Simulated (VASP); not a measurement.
Runs of VASP 6.6.1 on Re. The structure is that of space group P6_3/mmc (No. 194), or close to it. The cells are those of the table. 

| task | cell | gap on the mesh (eV) | pressure (GPa) |
| --- | --- | --- | --- |
| single point | a = 2.820, b = 2.820, c = 4.559 Å, angles 90.0, 90.0, 120.0°, 2 atoms | none | -16.7 |
| single point | a = 2.728, b = 2.728, c = 4.410 Å, angles 90.0, 90.0, 120.0°, 2 atoms | none | 20.8 |
| single point | a = 2.751, b = 2.751, c = 4.448 Å, angles 90.0, 90.0, 120.0°, 2 atoms | none | 9.4 |
| electric field gradients | a = 2.820, b = 2.820, c = 4.559 Å, angles 90.0, 90.0, 120.0°, 2 atoms | none | -16.7 |
| single point | a = 2.798, b = 2.798, c = 4.523 Å, angles 90.0, 90.0, 120.0°, 2 atoms | none | (a) |
| single point | a = 2.775, b = 2.775, c = 4.486 Å, angles 90.0, 90.0, 120.0°, 2 atoms | none | -0.5 |
| electric field gradients | a = 2.775, b = 2.775, c = 4.486 Å, angles 90.0, 90.0, 120.0°, 2 atoms | none | -0.5 |

Alike in all rows: level PBE; potentials or basis VASP PAW PBE potentials, release 64 (Re); no spin polarisation; k mesh 14 × 14 × 8; cutoff (eV) 520; smearing fermi-dirac 0.08 eV.

Task: Fill in the values left out.

Result: (a) -9.2.

Caveats: spin-orbit coupling is left out, which moves the levels of the heavy elements; the cell stands under tension (at least some runs); the cell stands under pressure (at least some runs).

A k mesh can miss the band edges, and the runs leave out spin-orbit coupling on Re.

A gap of «none» marks levels without a gap at the run's occupations.
